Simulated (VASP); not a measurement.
Write the native input for VASP 6.6.1 that does the following.

| Property | Result |
| --- | --- |
| Task | single point |
| Functional | PBE |
| Potentials or basis | VASP PAW PBE potentials, release 64 (Ta_pv, N) |
| Cutoff | 520 eV |
| k mesh | 18 × 18 × 18 |
| Occupations | gaussian, width 0.15 eV |
| Spin | no spin polarisation |
| Dipole correction | no |
| Further INCAR settings | ALGO = Normal; EDIFF = 1e-06; NBANDS = 15 |

The structure of TaN lies in POSCAR:

```
TaN
1.0
    0.0000000000      2.1790000000      2.1790000000
    2.1790000000      0.0000000000      2.1790000000
    2.1790000000      2.1790000000      0.0000000000
Ta N
1 1
Direct
    0.5000000000      0.5000000000      0.5000000000
   -0.0200780174     -0.0200780174      0.0200780174
```

This cell differs from its parent crystal: all N atoms moved +0.087 Å, as atom 2 towards its neighbour atom 1 (Ta) at 2.179 Å.

One way to write it, as run:

INCAR

```
SYSTEM = TaN
PREC = Accurate ; ENCUT = 520
EDIFF = 1E-6 ; ISMEAR = 0
SIGMA = 0.15 ; LREAL = .False.
LASPH = .True. ; NELM = 80
ALGO = Normal ; ISIF = 2
LWAVE = .False. ; LCHARG = .False.
GGA = PE ; NBANDS = 15
```

KPOINTS

```
regular mesh
0
Gamma
  18 18 18
  0 0 0
```

Potentials or basis: VASP PAW PBE potentials, release 64 (Ta_pv, N).

Command:

```sh
$ cat potpaw_PBE.64/Ta_pv/POTCAR potpaw_PBE.64/N/POTCAR > POTCAR
$ mpirun -np 1 vasp_std > vasp.out
```

It gave:

- Pressure: 16.9 GPa
- Largest force: 0.844 eV/Å
- Band gap on the k mesh: zero (band 8 reaches 11.80 eV, above the bottom of band 9 at 7.92 eV)

Caveat: the cell differs from its parent crystal (all N atoms moved +0.087 Å, as atom 2 towards its neighbour atom 1 (Ta) at 2.179 Å); spin-orbit coupling is left out, which moves the levels of the heavy elements.

Wall time 51 s on 1 thread of Intel(R) Xeon(R) Platinum 8488C (Sapphire Rapids), with other jobs on the host, peak memory 0.26 GiB.
